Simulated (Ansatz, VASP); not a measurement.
# CdS: VASP beside Ansatz

```
Cd S
1.0
     3.91143    0.00000    0.00000
     0.00000    5.52986    0.00000
     0.00000    0.00000    3.87224
Cd S
2 2
Direct
  0.50000 0.50000 0.24303
  0.00000 0.00000 0.75697
  0.50000 0.00000 0.25516
  0.00000 0.50000 0.74484
```

Alike in both runs: task single point; functional r2SCAN; k mesh 6 × 4 × 6; occupations fermi-dirac, width 0.02 eV; no spin polarisation.

|  | VASP | Ansatz |
| --- | --- | --- |
| version | VASP 6.6.1 | Ansatz 0.2.0 |
| potentials or method | VASP PAW PBE potentials, release 64 (Cd, S), cutoff 520 eV | plane waves, PAW |
| valence electrons in the cell | 36 | 52 |

|  | VASP | Ansatz | Ansatz less VASP |
| --- | --- | --- | --- |
| pressure (GPa) | -2.1 | -2.5 | -0.41 |
| traceless stress, the component that is largest in VASP (GPa) | 0.50 | 0.50 | 0.000 |

VASP's potentials were made for PBE, not for r2SCAN. With one functional, cell and mesh, what is left measures potentials, basis and numerics. VASP's potentials hold 36 valence electrons a cell and Ansatz's 52, so a difference there can come from the potentials and not from the codes.
